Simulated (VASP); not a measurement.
Si5F:

```
Si F
1.0
     4.46504    0.00000    0.00000
    -2.23252    3.86683    0.00000
     0.00000    0.00000    4.79318
Si F
5 1
Direct
  0.00000 0.33177 0.00000
  0.66823 0.66823 0.00000
  0.33177 0.00000 0.00000
  0.66667 0.33333 0.50000
  0.33333 0.66667 0.50000
  0.00000 0.00000 0.50000
```

The cell was built from a structure type or drawn by symmetry, and may not be a known phase.

| Item | Value |
| --- | --- |
| Program | VASP 6.6.1 |
| Task | relaxation of cell and atoms |
| Functional | PBE |
| Potentials or basis | VASP PAW PBE potentials, release 64 (Si, F) |
| Cutoff | 600 eV |
| k mesh | 6 × 6 × 4 |
| Occupations | gaussian, width 0.1 eV |
| Spin | no spin polarisation |

At the start: pressure 3.4 GPa; volume 13.79 Å³/atom.

Q: How do energy, volume and symmetry change on relaxing?

A: Over 10 steps the energy falls by 29.1 meV/atom and the volume is 14.30 Å³/atom (+3.7 %); space group P-62m (No. 189, to 0.1 Å) before and after.

The path:
```tsv
step	energy change (eV)	largest force (eV/Å)	pressure (GPa)	volume (Å³)
1	0.0000	0.4861	3.38	82.76
2	-0.1047	0.2565	-1.29	86.26
3	-0.1054	0.2416	-1.59	86.52
4	-0.1275	0.1482	-0.58	85.32
5	-0.1345	0.0567	0.58	84.15
6	-0.1349	0.0305	0.92	83.84
7	-0.1487	0.0396	0.51	84.46
8	-0.1705	0.0638	-0.53	86.26
9	-0.1741	0.0057	-0.18	85.61
10	-0.1746	0.0185	-0.27	85.79
```

Final structure:
```yaml
crystal:
  lattice:
    - [4.68252, 0.00000, 0.00000]
    - [-2.34126, 4.05518, 0.00000]
    - [0.00000, 0.00000, 4.51779]
  atoms:
    - { symbol: Si, position: [0.00000, 0.35199, 0.00000] }
    - { symbol: Si, position: [0.64801, 0.64801, 0.00000] }
    - { symbol: Si, position: [0.35199, 0.00000, 0.00000] }
    - { symbol: Si, position: [0.66667, 0.33333, 0.50000] }
    - { symbol: Si, position: [0.33333, 0.66667, 0.50000] }
    - { symbol: F, position: [0.00000, 0.00000, 0.50000] }
```

Caveat: an odd number of electrons without spin polarisation forces a metal; a magnetic or distorted state may lie lower.
